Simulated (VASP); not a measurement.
Here is a VASP 6.6.1 calculation.

Contents of INCAR:

```
ALGO = Normal
EDIFF = 1E-7
ENCUT = 520
GGA = PE
ISIF = 2
ISMEAR = 0
LASPH = True
LCHARG = False
LREAL = False
LWAVE = False
NBANDS = 14
NELM = 60
PREC = Accurate
SIGMA = 0.15
```

File KPOINTS:

```
k-points
0
Gamma
  18 18 10
```

The input POSCAR:

```
Re
1.0
    2.6638311863      0.0000000000      0.0000000000
   -1.3319155931      2.3069454787      0.0000000000
    0.0000000000      0.0000000000      4.4842238099
Re
2
Direct
    0.3333333333      0.6666666667      0.2500000000
    0.6666666667      0.3333333333      0.7500000000
```

Potentials or basis: VASP PAW PBE potentials, release 64 (Re).

The run is started by

```bash
$ cat potpaw_PBE.64/Re/POTCAR > POTCAR
$ mpirun -np 1 vasp_std > vasp.out
```

Question: What does it give for the band gap on the k mesh?

Answer: Zero (bands 7 and 8 overlap by 3.43 eV).

Question: What does it give for the pressure?

Answer: 36.6 GPa.

Stress tensor (GPa, compression positive):
```
45.04  0.00  0.00
 0.00 45.04  0.00
 0.00  0.00 19.64
```

Caveat: the stress differs along the axes, from 20 to 45 GPa; spin-orbit coupling is left out, which moves the levels of the heavy elements.
